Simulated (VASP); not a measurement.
Write the native input for VASP 6.6.1 that does the following.

```yaml
Task: single point
Functional: PBEsol
Potentials_or_basis: VASP PAW PBE potentials, release 64 (Si, C)
Cutoff: 520 eV
k_mesh: 12 × 12 × 12
Occupations: gaussian, width 0.05 eV
Spin: no spin polarisation
Dipole_correction: no
Further_INCAR_settings: ALGO = Normal; EDIFF = 1e-06; NBANDS = 11
```

The structure of SiC lies in POSCAR:

```
SiC
1.0
    0.0000000000      2.1250972793      2.1250972793
    2.1250972793      0.0000000000      2.1250972793
    2.0970459952      2.0970459952      0.0280512841
Si C
1 1
Direct
    0.0000000000      0.0000000000      0.0000000000
    0.7500000000      0.7500000000      0.7500000000
```

These files were run (other wordings do the same):

INCAR

```
SYSTEM = SiC
ALGO = Normal
EDIFF = 1E-6
ENCUT = 520
GGA = PS
ISIF = 2
ISMEAR = 0
LASPH = .TRUE.
LCHARG = .FALSE.
LREAL = .FALSE.
LWAVE = .FALSE.
NBANDS = 11
NELM = 80
PREC = Accurate
SIGMA = 0.05
```

KPOINTS

```
k-points
0
G
  12 12 12
  0 0 0
```

Potentials or basis: VASP PAW PBE potentials, release 64 (Si, C).

Run with:

```console
$ cat potpaw_PBE.64/Si/POTCAR potpaw_PBE.64/C/POTCAR > POTCAR
$ mpirun -np 1 vasp_std > vasp.out
```

Results of the run:

```
Pressure               : 25.7 GPa
Largest force          : 0.352 eV/Å
Band gap on the k mesh : 1.04 eV, indirect (least direct gap 4.41 eV)
```

Caveat: the PAW data sets were made with another functional, which shifts forces and pressure a little.

Wall time 18 s on 1 thread of Intel Xeon 6975P-C (shared host), peak memory 0.16 GiB.
